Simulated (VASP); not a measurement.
# RhN (wurtzite type) (P6_3mc) in VASP: single point with PBE

Aim: the single point of RhN (wurtzite type) with PBE.

Program: VASP 6.6.1. These are calculated values, not measurements. Logs are shortened: lines on timing, memory, paths and dates and some standing lists are left out, and cuts for length are marked.

### Step 1. The cell of the first run

The structure is hexagonal, space group P6_3mc (No. 186). The conventional cell has a = 2.199 Å, b = 2.199 Å, c = 5.829 Å, α = 90.00°, β = 90.00°, γ = 120.00°. Within 2.2 Å of Rh (site symmetry 3m) lie 4 N at 1.65 to 1.79 Å and 6 Rh at 2.20 Å. Within 2.2 Å of N (site symmetry 3m) lie 4 Rh at 1.65 to 1.79 Å and 6 N at 2.20 Å.

### Step 2. Single point, PBE

INCAR

```
SYSTEM = RhN
PREC = Accurate
ENCUT = 520
EDIFF = 1E-7
ISMEAR = -1
SIGMA = 0.08
LREAL = .False.
LASPH = .True.
NELM = 100
ALGO = Normal
ISIF = 2
LWAVE = .False.
LCHARG = .False.
GGA = PE
NBANDS = 28
```

KPOINTS

```
Automatic mesh
0
Gamma
  14 14 8
  0 0 0
```

POSCAR

```
RhN
1.0
    2.1991858962      0.0000000000      0.0000000000
   -1.0995929481      1.9045508537      0.0000000000
    0.0000000000      0.0000000000      5.8287188379
Rh N
2 2
Direct
    0.3333333333      0.6666666667      0.0467888288
    0.6666666667      0.3333333333      0.5467888288
    0.3333333333      0.6666666667      0.3292111712
    0.6666666667      0.3333333333      0.8292111712
```

Potentials or basis: VASP PAW PBE potentials, release 64 (Rh_pv, N).

Command:

```sh
cat potpaw_PBE.64/Rh_pv/POTCAR potpaw_PBE.64/N/POTCAR > POTCAR
mpirun -np 1 vasp_std > vasp.out
```

OUTCAR:

```text
SYSTEM = RhN
   PREC = Accurate
   ENCUT = 520
   EDIFF = 1E-7
   ISMEAR = -1
   LREAL = .False.
   LASPH = .True.
   NELM = 100
   ISIF = 2
   GGA = PE

 ion  position               nearest neighbor table
   1  0.333  0.667  0.047-   3 1.65   4 1.79   4 1.79   4 1.79   2 3.18   2 3.18   2 3.18   2 3.18
                             2 3.18   2 3.18
   2  0.667  0.333  0.547-   4 1.65   3 1.79   3 1.79   3 1.79   1 3.18   1 3.18   1 3.18   1 3.18
                             1 3.18   1 3.18
   3  0.333  0.667  0.329-   1 1.65   2 1.79   2 1.79   2 1.79
   4  0.667  0.333  0.829-   2 1.65   1 1.79   1 1.79   1 1.79

  LATTYP: Found a hexagonal cell.
 ALAT       =     2.1991858962
 C/A-ratio  =     2.6503984261

  Lattice vectors:

 A1 = (   2.1991858962,   0.0000000000,   0.0000000000)
 A2 = (  -1.0995929481,   1.9045508537,   0.0000000000)
 A3 = (   0.0000000000,   0.0000000000,   5.8287188379)

Analysis of symmetry for initial positions (statically):
=====================================================================
 Subroutine PRICEL returns:
 Original cell was already a primitive cell.

 Routine SETGRP: Setting up the symmetry group for a
 hexagonal supercell.

 Subroutine GETGRP returns: Found 12 space group operations
 (whereof  6 operations were pure point group operations)
 out of a pool of 24 trial point group operations.

The static configuration has the point symmetry C_3v.
 The point group associated with its full space group is C_6v.

Analysis of symmetry for dynamics (positions and initial velocities):
=====================================================================
 Subroutine PRICEL returns:
 Original cell was already a primitive cell.

 Routine SETGRP: Setting up the symmetry group for a
 hexagonal supercell.

 Subroutine GETGRP returns: Found 12 space group operations
 (whereof  6 operations were pure point group operations)
 out of a pool of 24 trial point group operations.

The dynamic configuration has the point symmetry C_3v.
 The point group associated with its full space group is C_6v.

 Subroutine INISYM returns: Found 12 space group operations
 (whereof  6 operations are pure point group operations),
 and found     1 'primitive' translations

----------------------------------------------------------------------------------------

                                     Primitive cell

  volume of cell :      24.4134

[... 85 lines left out ...]
   ICHARG =      2    charge: 1-file 2-atom 10-const
   ISPIN  =      1    spin polarized calculation?
   LNONCOLLINEAR =      F non collinear calculations
   LSORBIT =      F    spin-orbit coupling
   LASPH  =      T    aspherical Exc in radial PAW
   ENCUT  =  520.0 eV  38.22 Ry    6.18 a.u.   4.09  4.09 10.84*2*pi/ulx,y,z
   NELM   =    100;   NELMIN=  2; NELMDL= -5     # of ELM steps
   EDIFF  = 0.1E-06   stopping-criterion for ELM
   LREAL  =      F    real-space projection
   EDIFFG = 0.1E-05   stopping-criterion for IOM
   NSW    =      0    number of steps for IOM
   IBRION =     -1    ionic relax: 0-MD 1-quasi-New 2-CG
   NFREE  =      0    steps in history (QN), initial steepest desc. (CG)
   ISIF   =      2    stress and relaxation
   ISYM   =      2    0-nonsym 1-usesym 2-fastsym
   POTIM  = 0.5000    time-step for ionic-motion
   TEBEG  =    0.0;   TEEND  =   0.0 temperature during run
   PSTRESS=    0.0 pullay stress
   NELECT =      40.0000    total number of electrons
   NUPDOWN=      -1.0000    fix difference up-down
   EMIN   =  10.00;   EMAX   =-10.00  energy-range for DOS
   EFERMI =   0.00;   METHOD = LEGACY
   ISMEAR =    -1;   SIGMA  =   0.08  broadening in eV -4-tet -1-fermi 0-gaus
   EFERMI_NEDOS =   21; number of points for ismear=-14 and -15
   IALGO  =     38    algorithm
   IMIX   =      4    mixing-type and parameters
     AMIX     =   0.40;   BMIX     =  1.00
     AMIX_MAG =   1.60;   BMIX_MAG =  1.00
  volume/ion in A,a.u.               =       6.10        41.19
  Fermi-wavevector in a.u.,A,eV,Ry     =   1.929978  3.647129 50.679169  3.724814
  Thomas-Fermi vector in A             =   2.962307
   LORBIT       =      0    0 simple, 1 ext, 2 COOP (PROOUT), +10 PAW based schemes
   GGA     = PE    functional components
   LHFCALC =     F    Hartree Fock is set to
   AEXX    =    0.0000 exact exchange contribution
   IVDW    =     0    specifies the selected vdW correction
   LEPSILON=     F    determine dielectric tensor
   LRPA    =     F    only Hartree local field effects (RPA)
 non-spin polarized calculation
  energy-cutoff  :      520.00
  volume of cell :       24.41
 maximum number of plane-waves:       676
   NGX =  9   NGY =  9   NGZ = 21

 number of electron      40.0000003 magnetization

 Free energy of the ion-electron system (eV)
  ---------------------------------------------------
  ext. energy  EPLUGINS =         0.00000000
  ---------------------------------------------------
  free energy    TOTEN  =        -8.03805126 eV

  energy without entropy =       -8.00526761  energy(sigma->0) =       -8.02165943

 E-fermi :  22.2333     XC(G=0): -16.9701

 val. band max:       22.2173216786   @ k =   0.2143   0.0714   0.1250
 cond. band min:      22.2626779937   @ k =   0.0714   0.0714   0.0000
 fundamental gap:      0.0453563151
 Fermi energy:        22.2332685833

 k-point     1 :       0.0000    0.0000    0.0000
  band No.  band energies     occupation
      1     -29.3235      2.00000
      2     -28.9919      2.00000
      3     -26.6295      2.00000
      4     -26.6295      2.00000
      5     -26.6175      2.00000
      6     -26.6175      2.00000
[... 733 lines left out ...]
     27      38.5377      0.00000
     28      39.4067      0.00000

 [... further k-points ...]
[... 5 lines left out ...]
  --------------------------------------------------------------------------------------
  -------------------------------------------------------------------------------------
  Total       86.1283474     86.1283474     85.5269577      0.0000000      0.0000000      0.0000000
  in kB     5652.3503783   5652.3503780   5612.8829403      0.0000000      0.0000000      0.0000000
  external PRESSURE =    5639.1945655 kB  Pullay stress =       0.0000000 kB

 VOLUME and BASIS-vectors are now :
 -----------------------------------------------------------------------------
  energy-cutoff  :      520.00
  volume of cell :       24.41
      direct lattice vectors                 reciprocal lattice vectors
     2.199185896  0.000000000  0.000000000     0.454713720  0.262529089  0.000000000
    -1.099592948  1.904550854  0.000000000     0.000000000  0.525058177  0.000000000
     0.000000000  0.000000000  5.828718838     0.000000000  0.000000000  0.171564288

 POSITION                                       TOTAL-FORCE (eV/Angst)
 -----------------------------------------------------------------------------------
     -0.00000      1.26970      0.27272        -0.000000      0.000000      0.095801
      1.09959      0.63485      3.18708         0.000000     -0.000000      0.095801
     -0.00000      1.26970      1.91888        -0.000000      0.000000     -0.095801
      1.09959      0.63485      4.83324        -0.000000      0.000000     -0.095801
 -----------------------------------------------------------------------------------
    total drift:                               -0.000000      0.000000      0.000002

  FREE ENERGIE OF THE ION-ELECTRON SYSTEM (eV)
  ---------------------------------------------------
  free  energy   TOTEN  =        -8.0380512619 eV

  energy  without entropy=       -8.0052676051  energy(sigma->0) =       -8.02165943
```

OSZICAR:

```text
N       E                     dE             d eps       ncg     rms          rms(c)
DAV:   1     0.495129138267E+03    0.49513E+03   -0.24040E+04  6728   0.176E+03
DAV:   2     0.594510072070E+01   -0.48918E+03   -0.47245E+03  7112   0.543E+02
DAV:   3    -0.141233566611E+02   -0.20068E+02   -0.19885E+02  7512   0.119E+02
DAV:   4    -0.142794368446E+02   -0.15608E+00   -0.15599E+00  7408   0.105E+01
DAV:   5    -0.142809831056E+02   -0.15463E-02   -0.15462E-02  7436   0.102E+00    0.991E+01
DAV:   6    -0.910332844522E+01    0.51777E+01   -0.20561E+01  7392   0.545E+01    0.468E+01
DAV:   7    -0.937810046703E+01   -0.27477E+00   -0.19401E+01  7300   0.420E+01    0.298E+01
DAV:   8    -0.804104067183E+01    0.13371E+01   -0.24389E+00  7272   0.184E+01    0.188E+00
DAV:   9    -0.804363734058E+01   -0.25967E-02   -0.27652E-01  7548   0.400E+00    0.181E+00
DAV:  10    -0.803862966082E+01    0.50077E-02   -0.23026E-02  7580   0.117E+00    0.703E-01
DAV:  11    -0.803839867190E+01    0.23099E-03   -0.45230E-03  7476   0.580E-01    0.588E-01
DAV:  12    -0.803805263283E+01    0.34604E-03   -0.52044E-04  7564   0.188E-01    0.126E-01
DAV:  13    -0.803805220180E+01    0.43102E-06   -0.89773E-05  7496   0.647E-02    0.218E-02
DAV:  14    -0.803805134422E+01    0.85759E-06   -0.40369E-06  7588   0.164E-02    0.597E-03
DAV:  15    -0.803805121446E+01    0.12975E-06   -0.54458E-07  7488   0.739E-03    0.384E-03
DAV:  16    -0.803805126189E+01   -0.47432E-07   -0.78736E-08  4524   0.301E-03
   1 F= -.80380513E+01 E0= -.80216594E+01  d E =-.327837E-01
```

stdout:

```text
POSCAR found type information on POSCAR RhN
 POSCAR found :  2 types and       4 ions
 scaLAPACK will be used
 LDA part: xc-table for (Slater+PW92), standard interpolation
 POSCAR, INCAR and KPOINTS ok, starting setup
 FFT: planning ... GRIDC
 FFT: planning ... GRID_SOFT
 FFT: planning ... GRID
 WAVECAR not read
 entering main loop
```

It took 28 s on 1 thread of Intel Xeon 6975P-C (Granite Rapids), shared host; peak memory 0.18 GiB.

Results:

```yaml
Free_energy: -8.0381 eV
Pressure: 563.9 GPa
Largest_force: 0.096 eV/Å
Band_gap_on_the_k_mesh: zero (bands 20 and 21 overlap by 2.19 eV)
```

Forces in eV/Å, atoms in the order of the input:
```
Rh   0.000  0.000  0.096
Rh   0.000  0.000  0.096
N    0.000  0.000 -0.096
N    0.000  0.000 -0.096
```

Stress tensor (GPa, compression positive):
```
565.24   0.00   0.00
  0.00 565.24   0.00
  0.00   0.00 561.29
```

Caveat: the cell stands under pressure.

The gap in the log of VASP goes by the Fermi energy; the results here count the filled bands.